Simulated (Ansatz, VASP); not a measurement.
**YZn in VASP and in Ansatz**

```
Y Zn
1.0
     0.00000    2.80674    2.80674
     2.80674    0.00000    2.80674
     2.80674    2.80674    0.00000
Y Zn
1 1
Direct
  0.00000 0.00000 0.00000
  0.50000 0.50000 0.50000
```

Alike in both runs: functional LDA; k mesh 11 × 11 × 11; occupations fermi-dirac, width 0.05 eV; no spin polarisation.

Ansatz relaxed the structure, and its values are those at the end. VASP's run is a single point on that final structure, the one shown.

|  | VASP | Ansatz |
| --- | --- | --- |
| version | VASP 6.6.1 | Ansatz 0.2.0 |
| potentials or method | VASP PAW LDA potentials, release 64 (Y_sv, Zn) | PAW with Ansatz's default frozen-core files, scalar-relativistic |
| plane-wave cutoff (eV) | 520 | 420 |
| valence electrons in the cell | 23 | 23 |

Ansatz gave:

| Item | Value |
| --- | --- |
| pressure (GPa) | 5.7 |

Task: Estimate VASP's values.

Result: Pressure (GPa): 5.8.

LDA's correlation is that of Perdew and Zunger in VASP and of Perdew and Wang (1992) in Ansatz. Ansatz's warnings: stress scf threshold loose.
